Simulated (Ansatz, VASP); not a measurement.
Two plane-wave programs on Zr2HS4

```
S Zr H
1.0
     7.29768    0.00000    0.00000
    -3.64884    6.31997    0.00000
     0.00000    0.00000   20.91715
S Zr H
8 4 2
Direct
  0.33333 0.16667 0.19123
  0.33333 0.66667 0.19123
  0.83333 0.16667 0.19123
  0.83333 0.66667 0.19123
  0.16667 0.33333 0.33069
  0.16667 0.83333 0.33069
  0.66667 0.33333 0.33069
  0.66667 0.83333 0.33069
  0.00000 0.00000 0.26096
  0.00000 0.50000 0.26096
  0.50000 0.00000 0.26096
  0.50000 0.50000 0.26096
  0.35753 0.71506 0.36750
  0.47580 0.95161 0.36750
```

Alike in both runs: task single point; functional PBE; dispersion D3(BJ); k mesh 6 × 6 × 1; occupations gaussian, width 0.05 eV; no spin polarisation.

|  | VASP | Ansatz |
| --- | --- | --- |
| version | VASP 6.6.1 | Ansatz 0.2.0 |
| potentials or method | VASP PAW PBE potentials, release 64 (S, Zr_sv, H), cutoff 400 eV | scalar-relativistic, plane waves, PAW |
| valence electrons in the cell | 98 | 98 |

|  | VASP | Ansatz | Ansatz less VASP |
| --- | --- | --- | --- |
| gap on the k mesh at the Fermi level (eV) | 0.26 | 0.26 | +0.001 |
| least direct gap on the mesh (eV) | 0.38 | 0.38 | 0.000 |
| rms of the force components (eV/Å) | 0.466 | 0.466 | 0.0000 |
